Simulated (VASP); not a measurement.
# InP (F-43m) in VASP: elastic constants with LDA

Aim: the elastic constants of InP with LDA.

Everything below comes from runs of VASP 6.6.1. Logs are shortened: lines on timing, memory, paths and dates and some standing lists are left out, and cuts for length are marked.

### 1 The cell of the first run

It takes space group F-43m (No. 216, cubic). Conventional cell: a = 5.904 Å, b = 5.904 Å, c = 5.904 Å, α = 90.00°, β = 90.00°, γ = 90.00°. Within 3.4 Å of In (site symmetry -43m) lie 4 P at 2.56 Å. Within 3.4 Å of P (site symmetry -43m) lie 4 In at 2.56 Å.

### 2 Elastic constants, LDA

Contents of INCAR:

```
ALGO = Normal
EDIFF = 1E-8
ENCUT = 600
GGA = CA
IBRION = 6
ISIF = 3
ISMEAR = 0
LASPH = True
LCHARG = False
LREAL = False
LWAVE = False
NBANDS = 16
NELM = 60
NFREE = 2
NSW = 1
POTIM = 0.015
PREC = Accurate
SIGMA = 0.01
```

Contents of KPOINTS:

```
k-points
0
Gamma
  10 10 10
```

Contents of POSCAR:

```
InP
1.0
    0.0000000000      2.9519763900      2.9519763900
    2.9519763900      0.0000000000      2.9519763900
    2.9519763900      2.9519763900      0.0000000000
In P
1 1
Direct
    0.0000000000      0.0000000000      0.0000000000
    0.7500000000      0.7500000000      0.7500000000
```

Potentials or basis: VASP PAW LDA potentials, release 64 (In_d, P).

The run is started by

```console
cat potpaw_LDA.64/In_d/POTCAR potpaw_LDA.64/P/POTCAR > POTCAR
mpirun -np 1 vasp_std > vasp.out
```

OUTCAR:

```text
EDIFF = 1E-8
   ENCUT = 600
   GGA = CA
   IBRION = 6
   ISIF = 3
   ISMEAR = 0
   LASPH = True
   LREAL = False
   NELM = 60
   NFREE = 2
   NSW = 1
   POTIM = 0.015
   PREC = Accurate

 ion  position               nearest neighbor table
   1  0.000  0.000  0.000-   2 2.56   2 2.56   2 2.56   2 2.56
   2  0.750  0.750  0.750-   1 2.56   1 2.56   1 2.56   1 2.56

  LATTYP: Found a face centered cubic cell.
 ALAT       =     5.9039527800

  Lattice vectors:

 A1 = (   0.0000000000,   2.9519763900,   2.9519763900)
 A2 = (   2.9519763900,   0.0000000000,   2.9519763900)
 A3 = (   2.9519763900,   2.9519763900,   0.0000000000)

Analysis of symmetry for initial positions (statically):
=====================================================================
 Subroutine PRICEL returns:
 Original cell was already a primitive cell.

 Routine SETGRP: Setting up the symmetry group for a
 face centered cubic supercell.

 Subroutine GETGRP returns: Found 24 space group operations
 (whereof 24 operations were pure point group operations)
 out of a pool of 48 trial point group operations.

The static configuration has the point symmetry T_d .

Analysis of symmetry for dynamics (positions and initial velocities):
=====================================================================
 Subroutine PRICEL returns:
 Original cell was already a primitive cell.

 Routine SETGRP: Setting up the symmetry group for a
 face centered cubic supercell.

 Subroutine GETGRP returns: Found 24 space group operations
 (whereof 24 operations were pure point group operations)
 out of a pool of 48 trial point group operations.

The dynamic configuration has the point symmetry T_d .

 Subroutine INISYM returns: Found 24 space group operations
[... 348 lines left out ...]
      1      -9.3760      2.00000
      2      -9.3728      2.00000
      3      -9.3691      2.00000
      4      -9.2282      2.00000
      5      -9.2282      2.00000
      6      -6.6278      2.00000
[... 433 lines left out ...]
      3      -9.2978      2.00000
      4      -9.2613      2.00000
      5      -9.2030      2.00000
      6      -4.9978      2.00000
[... 8 lines left out ...]
     15      15.3557      0.00000
     16      17.2249      0.00000

 [... further k-points ...]

------------------------ aborting loop because EDIFF is reached ----------------------------------------

  FORCE on cell =-STRESS in cart. coord.  units (eV):
  Direction    XX          YY          ZZ          XY          YZ          ZX
  --------------------------------------------------------------------------------------
  -------------------------------------------------------------------------------------
  Total       -0.8054471     -0.8032429     -0.8032429      0.0000000     -0.1014652      0.0000000
  in kB      -25.0829696    -25.0143278    -25.0143278      0.0000000     -3.1597952      0.0000000
  external PRESSURE =     -25.0372084 kB  Pullay stress =       0.0000000 kB
[... 17 lines left out ...]
  FREE ENERGIE OF THE ION-ELECTRON SYSTEM (eV)
  ---------------------------------------------------
  free  energy   TOTEN  =        -9.6578789915 eV

  energy  without entropy=       -9.6578789915  energy(sigma->0) =       -9.65787899

 INTERNAL STRAIN TENSORS FROM STRAINED CELLS
 ============================================

 INTERNAL STRAIN TENSOR FOR ION    1 for displacements in x,y,z  (eV/Angst):
          X           Y           Z          XY          YZ          ZX
  --------------------------------------------------------------------------------
  x    -0.00000     0.00000    -0.00000     0.00000    -6.77841    -0.00000
  y    -0.00000     0.00000    -0.00000     0.00000    -0.00000    -6.77877
  z     0.00000     0.00000    -0.00000    -6.77867     0.00000    -0.00000

 INTERNAL STRAIN TENSORS FROM DISPLACED ATOMS
 ============================================

 INTERNAL STRAIN TENSOR FOR ION    1 for displacements in x,y,z  (eV/Angst):
          X           Y           Z          XY          YZ          ZX
  --------------------------------------------------------------------------------
  x     0.00000     0.00000     0.00000     0.00000    -6.77936     0.00000
  y    -0.00000     0.00000    -0.00000     0.00000     0.00000    -6.77936
  z     0.00000     0.00000     0.00000    -6.77936     0.00000     0.00000

 INTERNAL STRAIN TENSOR FOR ION    2 for displacements in x,y,z  (eV/Angst):
          X           Y           Z          XY          YZ          ZX
  --------------------------------------------------------------------------------
  x     0.00000     0.00000     0.00000     0.00000     6.76901     0.00000
  y     0.00000     0.00000     0.00000     0.00000     0.00000     6.76901
  z     0.00000     0.00000     0.00000     6.76901     0.00000     0.00000

 Eigenvectors and eigenvalues of the dynamical matrix
 ----------------------------------------------------

   1 f  =    8.620972 THz    54.167164 2PiTHz  287.564667 cm-1    35.653459 meV
             X         Y         Z           dx          dy          dz
      0.000000  0.000000  0.000000     0.000000    0.456562   -0.062237
      4.427965  4.427965  4.427965    -0.000000   -0.879379    0.119875
[... 21 lines left out ...]
   6 f/i=    0.001351 THz     0.008489 2PiTHz    0.045067 cm-1     0.005588 meV
             X         Y         Z           dx          dy          dz
      0.000000  0.000000  0.000000     0.817228   -0.338596   -0.071891
      4.427965  4.427965  4.427965     0.424294   -0.175794   -0.037325

--------------------------------------------------------------------------------------------------------

 ELASTIC MODULI CONTR FROM IONIC RELAXATION (kBar)
 Direction    XX          YY          ZZ          XY          YZ          ZX
 --------------------------------------------------------------------------------
 XX          -0.0000      0.0000      0.0000      0.0000     -0.0000     -0.0000
 YY           0.0000     -0.0000     -0.0000      0.0000      0.0000     -0.0000
 ZZ           0.0000     -0.0000     -0.0000     -0.0000      0.0000     -0.0000
 XY           0.0000      0.0000     -0.0000   -192.6926      0.0000     -0.0000
 YZ          -0.0000      0.0000      0.0000      0.0000   -192.6926     -0.0000
 ZX          -0.0000     -0.0000     -0.0000     -0.0000      0.0000   -192.6926
 --------------------------------------------------------------------------------

 TOTAL ELASTIC MODULI (kBar)
 Direction    XX          YY          ZZ          XY          YZ          ZX
 --------------------------------------------------------------------------------
 XX         919.9274    469.0503    469.0503     -0.0000     -0.0000     -0.0000
 YY         469.0503    919.9274    469.0503      0.0000      0.0000     -0.0000
 ZZ         469.0503    469.0503    919.9274      0.0000     -0.0000     -0.0000
 XY          -0.0000      0.0000      0.0000    443.5794      0.0000     -0.0000
 YZ          -0.0000      0.0000     -0.0000      0.0000    443.5794     -0.0000
 ZX          -0.0000     -0.0000     -0.0000     -0.0000      0.0000    443.5794
 --------------------------------------------------------------------------------
```

Run time: 29 min. Hardware: 1 thread of AMD EPYC 9R45 (Zen 5), shared host; peak memory 0.51 GiB.

Results:

| Quantity | Value |
| --- | --- |
| Elastic constants C11, C12, C44 | 92, 47, 44 GPa |
| Voigt bulk modulus | 62 GPa |
| Highest phonon frequency at Γ, LO-TO splitting left out | 288 cm⁻¹ |

Phonon frequencies in cm⁻¹ (negative: imaginary):
```
              q point        frequencies
(0.000, 0.000, 0.000)  0 0 0 288 288 288
```

Elastic tensor in Voigt notation (GPa, in the Cartesian axes of the cell as first typed):
```
92 47 47  0  0  0
47 92 47  0  0  0
47 47 92  0  0  0
 0  0  0 44  0  0
 0  0  0  0 44  0
 0  0  0  0  0 44
```

Clamped-ion elastic tensor (GPa):
```
92 47 47  0  0  0
47 92 47  0  0  0
47 47 92  0  0  0
 0  0  0 64  0  0
 0  0  0  0 64  0
 0  0  0  0  0 64
```

Caveat: the cell is under stress, which shifts elastic constants; spin-orbit coupling is left out, which moves the levels of the heavy elements.
